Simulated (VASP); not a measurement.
# LaIBr (P4/nmm) in VASP: single point with PBE

Aim: the single point of LaIBr with PBE.

Program: VASP 6.6.1. These are calculated values, not measurements. Logs are shortened: lines on timing, memory, paths and dates and some standing lists are left out, and cuts for length are marked.

**1. The cell of the first run**

Symmetry: P4/nmm, No. 129, tetragonal system. Conventional cell: a = 4.685 Å, b = 4.685 Å, c = 9.443 Å, α = 90.00°, β = 90.00°, γ = 90.00°. I (site symmetry -4m2) has 4 La at 2.71 Å and 4 I at 3.31 Å within 3.6 Å. La (site symmetry 4mm) has 4 I at 2.71 Å within 3.6 Å. Within 5.0 Å of Br (site symmetry 4mm) lie 6 La at 3.84 to 4.78 Å and 4 I at 4.05 Å and 8 Br at 4.36 to 4.68 Å.

**2. Single point, PBE**

POSCAR reads:

```
LaIBr
1.0
    4.6845220000      0.0000000000      0.0000000000
    0.0000000000      4.6845220000      0.0000000000
    0.0000000000      0.0000000000      9.4426850000
I La Br
2 2 2
Direct
    0.0000000000      0.0000000000      0.0000000000
    0.5000000000      0.5000000000      0.0000000000
    0.0000000000      0.5000000000      0.1440000000
    0.5000000000      0.0000000000      0.8560000000
    0.0000000000      0.5000000000      0.6500000000
    0.5000000000      0.0000000000      0.3500000000
```

INCAR.step1 reads:

```
SYSTEM = LaIBr
  PREC = Accurate
  ENCUT = 520
  EDIFF = 1E-6
  ISMEAR = -1
  SIGMA = 0.0403
  LREAL = .False.
  LASPH = .True.
  NELM = 100
  ALGO = Normal
  ISIF = 2
  LWAVE = .False.
  LCHARG = .True.
  LMAXMIX = 6
  GGA = PE
  NBANDS = 34
```

KPOINTS.step1 reads:

```
regular mesh
0
Gamma
  7 7 4
  0 0 0
```

INCAR.step2 reads:

```
SYSTEM = LaIBr
  PREC = Accurate
  ENCUT = 520
  EDIFF = 1E-6
  ISMEAR = -5
  SIGMA = 0.0403
  LREAL = .False.
  LASPH = .True.
  NELM = 100
  ALGO = Normal
  ISIF = 2
  LWAVE = .False.
  LCHARG = .False.
  LMAXMIX = 6
  GGA = PE
  LORBIT = 11
  NBANDS = 34
  NEDOS = 1001
  ICHARG = 11
```

KPOINTS.step2 reads:

```
regular mesh
0
Gamma
  11 11 6
  0 0 0
```

Potentials or basis: VASP PAW PBE potentials, release 64 (I, La, Br).

On the command line:

```console
cat potpaw_PBE.64/I/POTCAR potpaw_PBE.64/La/POTCAR potpaw_PBE.64/Br/POTCAR > POTCAR
cp INCAR.step1 INCAR
cp KPOINTS.step1 KPOINTS
mpirun -np 1 vasp_std > vasp.out
cp INCAR.step2 INCAR
cp KPOINTS.step2 KPOINTS
mpirun -np 1 vasp_std > vasp.out
```

OUTCAR:

```text
SYSTEM = LaIBr
   PREC = Accurate
   ENCUT = 520
   EDIFF = 1E-6
   ISMEAR = -5
   LREAL = .False.
   LASPH = .True.
   NELM = 100
   ISIF = 2
   GGA = PE
   LORBIT = 11
   ICHARG = 11

 ion  position               nearest neighbor table
   1  0.000  0.000  0.000-   3 2.71   4 2.71   3 2.71   4 2.71   2 3.31   2 3.31   2 3.31   2 3.31

   2  0.500  0.500  0.000-   3 2.71   4 2.71   4 2.71   3 2.71   1 3.31   1 3.31   1 3.31   1 3.31

   3  0.000  0.500  0.144-   1 2.71   2 2.71   1 2.71   2 2.71
   4  0.500  0.000  0.856-   1 2.71   2 2.71   2 2.71   1 2.71
   5  0.000  0.500  0.650-
   6  0.500  0.000  0.350-

  LATTYP: Found a simple tetragonal cell.
 ALAT       =     4.6845220000
 C/A-ratio  =     2.0157200671

  Lattice vectors:

 A1 = (   4.6845220000,   0.0000000000,   0.0000000000)
 A2 = (   0.0000000000,   4.6845220000,   0.0000000000)
 A3 = (   0.0000000000,   0.0000000000,   9.4426850000)

Analysis of symmetry for initial positions (statically):
=====================================================================
 Subroutine PRICEL returns:
 Original cell was already a primitive cell.

 Routine SETGRP: Setting up the symmetry group for a
 simple tetragonal supercell.

 Subroutine GETGRP returns: Found 16 space group operations
 (whereof  8 operations were pure point group operations)
 out of a pool of 16 trial point group operations.

The static configuration has the point symmetry D_2d.
 The point group associated with its full space group is D_4h.

Analysis of symmetry for dynamics (positions and initial velocities):
=====================================================================
 Subroutine PRICEL returns:
 Original cell was already a primitive cell.

 Routine SETGRP: Setting up the symmetry group for a
 simple tetragonal supercell.

 Subroutine GETGRP returns: Found 16 space group operations
 (whereof  8 operations were pure point group operations)
 out of a pool of 16 trial point group operations.

The dynamic configuration has the point symmetry D_2d.
 The point group associated with its full space group is D_4h.

 Subroutine INISYM returns: Found 16 space group operations
 (whereof  8 operations are pure point group operations),
 and found     1 'primitive' translations

----------------------------------------------------------------------------------------

                                     Primitive cell

  volume of cell :     207.2173

  direct lattice vectors                    reciprocal lattice vectors
     4.684522000  0.000000000  0.000000000     0.213468952  0.000000000  0.000000000
     0.000000000  4.684522000  0.000000000     0.000000000  0.213468952  0.000000000
     0.000000000  0.000000000  9.442685000     0.000000000  0.000000000  0.105902082

  length of vectors
     4.684522000  4.684522000  9.442685000     0.213468952  0.213468952  0.105902082

  position of ions in fractional coordinates (direct lattice)
     0.000000000  0.000000000  0.000000000
     0.500000000  0.500000000  0.000000000
     0.000000000  0.500000000  0.144000000
     0.500000000  0.000000000  0.856000000
     0.000000000  0.500000000  0.650000000
     0.500000000  0.000000000  0.350000000

  ion indices of the primitive-cell ions
   primitive index   ion index
                 1           1
                 2           2
                 3           3
                 4           4
                 5           5
                 6           6

----------------------------------------------------------------------------------------

 KPOINTS: regular mesh

Automatic generation of k-mesh.
 Grid dimensions read from file:
 generate k-points for:   11   11    6

 Generating k-lattice:

  Cartesian coordinates                     Fractional coordinates (reciprocal lattice)
     0.019406268  0.000000000  0.000000000     0.090909091  0.000000000  0.000000000
     0.000000000  0.019406268  0.000000000     0.000000000  0.090909091  0.000000000
     0.000000000  0.000000000  0.017650347     0.000000000  0.000000000  0.166666667

  Length of vectors
     0.019406268  0.019406268  0.017650347

  Shift w.r.t. Gamma in fractional coordinates (k-lattice)
     0.000000000  0.000000000  0.000000000

 TETIRR: Found   1083 inequivalent tetrahedra from     4356

 Subroutine IBZKPT returns following result:
 ===========================================

 Found     84 irreducible k-points:

 Following reciprocal coordinates:
            Coordinates               Weight
  0.000000  0.000000  0.000000      1.000000
  0.090909  0.000000  0.000000      4.000000
  0.181818  0.000000  0.000000      4.000000
  0.272727  0.000000  0.000000      4.000000
  0.363636  0.000000  0.000000      4.000000
  0.454545  0.000000  0.000000      4.000000
[... 16 lines left out ...]
  0.090909  0.000000  0.166667      8.000000
  0.181818  0.000000  0.166667      8.000000
 [... further k-points ...]
   k-points           NKPTS =     84   k-points in BZ     NKDIM =     84   number of bands    NBANDS=     34
   number of dos      NEDOS =   1001   number of ions     NIONS =      6
   total plane-waves  NPLWV =  90720
   dimension x,y,z NGX =    36 NGY =   36 NGZ =   70
   dimension x,y,z NGXF=    72 NGYF=   72 NGZF=  140
   ions per type =               2   2   2
   NGX,Y,Z   is equivalent  to a cutoff of  12.78, 12.78, 12.32 a.u.
   NGXF,Y,Z  is equivalent  to a cutoff of  25.55, 25.55, 24.65 a.u.
 SYSTEM =  LaIBr
   PREC   = accura    normal or accurate (medium, high low for compatibility)
   ISTART =      0    job   : 0-new  1-cont  2-samecut
   ICHARG =     11    charge: 1-file 2-atom 10-const
   ISPIN  =      1    spin polarized calculation?
   LNONCOLLINEAR =      F non collinear calculations
   LSORBIT =      F    spin-orbit coupling
   LASPH  =      T    aspherical Exc in radial PAW
   ENCUT  =  520.0 eV  38.22 Ry    6.18 a.u.   8.71  8.71 17.56*2*pi/ulx,y,z
   NELM   =    100;   NELMIN=  2; NELMDL=  0     # of ELM steps
   EDIFF  = 0.1E-05   stopping-criterion for ELM
   LREAL  =      F    real-space projection
   EDIFFG = 0.1E-04   stopping-criterion for IOM
   NSW    =      0    number of steps for IOM
   IBRION =     -1    ionic relax: 0-MD 1-quasi-New 2-CG
   NFREE  =      0    steps in history (QN), initial steepest desc. (CG)
   ISIF   =      2    stress and relaxation
   ISYM   =      2    0-nonsym 1-usesym 2-fastsym
   POTIM  = 0.5000    time-step for ionic-motion
   TEBEG  =    0.0;   TEEND  =   0.0 temperature during run
   PSTRESS=    0.0 pullay stress
   NELECT =      50.0000    total number of electrons
   NUPDOWN=      -1.0000    fix difference up-down
   EMIN   =  10.00;   EMAX   =-10.00  energy-range for DOS
   EFERMI =   0.00;   METHOD = LEGACY
   ISMEAR =    -5;   SIGMA  =   0.04  broadening in eV -4-tet -1-fermi 0-gaus
   EFERMI_NEDOS =   21; number of points for ismear=-14 and -15
   IALGO  =     38    algorithm
   IMIX   =      4    mixing-type and parameters
     AMIX     =   0.40;   BMIX     =  1.00
     AMIX_MAG =   1.60;   BMIX_MAG =  1.00
  volume/ion in A,a.u.               =      34.54       233.06
  Fermi-wavevector in a.u.,A,eV,Ry     =   1.019192  1.925994 14.133092  1.038753
  Thomas-Fermi vector in A             =   2.152692
   LORBIT       =     11    0 simple, 1 ext, 2 COOP (PROOUT), +10 PAW based schemes
   GGA     = PE    functional components
   LHFCALC =     F    Hartree Fock is set to
   AEXX    =    0.0000 exact exchange contribution
   IVDW    =     0    specifies the selected vdW correction
   LEPSILON=     F    determine dielectric tensor
   LRPA    =     F    only Hartree local field effects (RPA)
 non-spin polarized calculation
 Fermi weights with tetrahedron method with Bloechl corrections
  energy-cutoff  :      520.00
  volume of cell :      207.22
 maximum number of plane-waves:      5621
 NGX is ok and might be reduce to    36

 number of electron      50.0000004 magnetization

 Free energy of the ion-electron system (eV)
  ---------------------------------------------------
  ext. energy  EPLUGINS =         0.00000000
  ---------------------------------------------------
  free energy    TOTEN  =       -15.88277068 eV

  energy without entropy =      -15.88277068  energy(sigma->0) =      -15.88277068

 E-fermi :   5.9608     XC(G=0):  -8.4801

 val. band max:        5.9664705098   @ k =   0.4545   0.1818   0.5000
 cond. band min:       5.9558723704   @ k =   0.4545   0.1818   0.0000
 fundamental gap:     -0.0105981393
 Fermi energy:         5.9608249261

 k-point     1 :       0.0000    0.0000    0.0000
  band No.  band energies     occupation
      1     -27.7465      2.00000
      2     -27.6389      2.00000
      3     -13.3443      2.00000
      4     -12.2365      2.00000
      5     -12.2365      2.00000
      6     -11.8333      2.00000
[... 26 lines left out ...]
     33       7.3885      0.00000
     34       7.5383      0.00000

 k-point     2 :       0.0909    0.0000    0.0000
  band No.  band energies     occupation
      1     -27.7430      2.00000
      2     -27.6397      2.00000
      3     -13.3625      2.00000
      4     -12.3508      2.00000
      5     -12.2265      2.00000
      6     -11.8395      2.00000
[... 26 lines left out ...]
     33       7.4391      0.00000
     34       7.5265      0.00000
[... 775 lines left out ...]
     33       7.4327      0.00000
     34       7.4829      0.00000

 k-point    24 :       0.1818    0.0000    0.1667
  band No.  band energies     occupation
      1     -27.7331      2.00000
      2     -27.6423      2.00000
      3     -13.4091      2.00000
      4     -12.6176      2.00000
      5     -12.1979      2.00000
      6     -11.8581      2.00000
[... 26 lines left out ...]
     33       7.4686      0.00000
     34       7.5169      0.00000

 [... further k-points ...]

------------------------ aborting loop because EDIFF is reached ----------------------------------------

  FORCE on cell =-STRESS in cart. coord.  units (eV):
  Direction    XX          YY          ZZ          XY          YZ          ZX
  --------------------------------------------------------------------------------------
  -------------------------------------------------------------------------------------
  Total       30.4464150     30.4464150     15.7525794      0.0000000      0.0000000      0.0000000
  in kB      235.4077069    235.4077069    121.7968879      0.0000000      0.0000000      0.0000000
  external PRESSURE =     197.5374339 kB  Pullay stress =       0.0000000 kB

 VOLUME and BASIS-vectors are now :
 -----------------------------------------------------------------------------
  energy-cutoff  :      520.00
  volume of cell :      207.22
      direct lattice vectors                 reciprocal lattice vectors
     4.684522000  0.000000000  0.000000000     0.213468952  0.000000000  0.000000000
     0.000000000  4.684522000  0.000000000     0.000000000  0.213468952  0.000000000
     0.000000000  0.000000000  9.442685000     0.000000000  0.000000000  0.105902082

 POSITION                                       TOTAL-FORCE (eV/Angst)
 -----------------------------------------------------------------------------------
      0.00000      0.00000      0.00000        -0.000000      0.000000      0.000000
      2.34226      2.34226      0.00000        -0.000000     -0.000000      0.000000
      0.00000      2.34226      1.35975        -0.000000      0.000000      8.118006
      2.34226      0.00000      8.08294         0.000000     -0.000000     -8.118006
      0.00000      2.34226      6.13775         0.000000      0.000000      0.900982
      2.34226      0.00000      3.30494        -0.000000     -0.000000     -0.900982
 -----------------------------------------------------------------------------------
    total drift:                                0.000000      0.000000      0.000000

  FREE ENERGIE OF THE ION-ELECTRON SYSTEM (eV)
  ---------------------------------------------------
  free  energy   TOTEN  =       -15.8827706798 eV

  energy  without entropy=      -15.8827706798  energy(sigma->0) =      -15.88277068

 total charge

# of ion       s       p       d       f       tot
--------------------------------------------------
    1        1.527   2.969   0.163   0.000   4.659
    2        1.527   2.969   0.163   0.000   4.659
    3        2.019   5.629   1.068   0.334   9.049
    4        2.019   5.629   1.068   0.334   9.049
    5        1.609   3.196   0.003   0.000   4.808
    6        1.609   3.196   0.003   0.000   4.808
--------------------------------------------------
tot         10.309  23.588   2.468   0.667  37.032
```

Wall time 9.5 min (1 thread of Intel Xeon Platinum 8488C (Sapphire Rapids), shared host); peak memory 0.72 GiB.

What came out:

| Item | Value |
| --- | --- |
| Valence electrons inside the program's atomic spheres | I 4.66; La 9.05; Br 4.81 |

Caveat: spin-orbit coupling is left out, which moves the levels of the heavy elements.
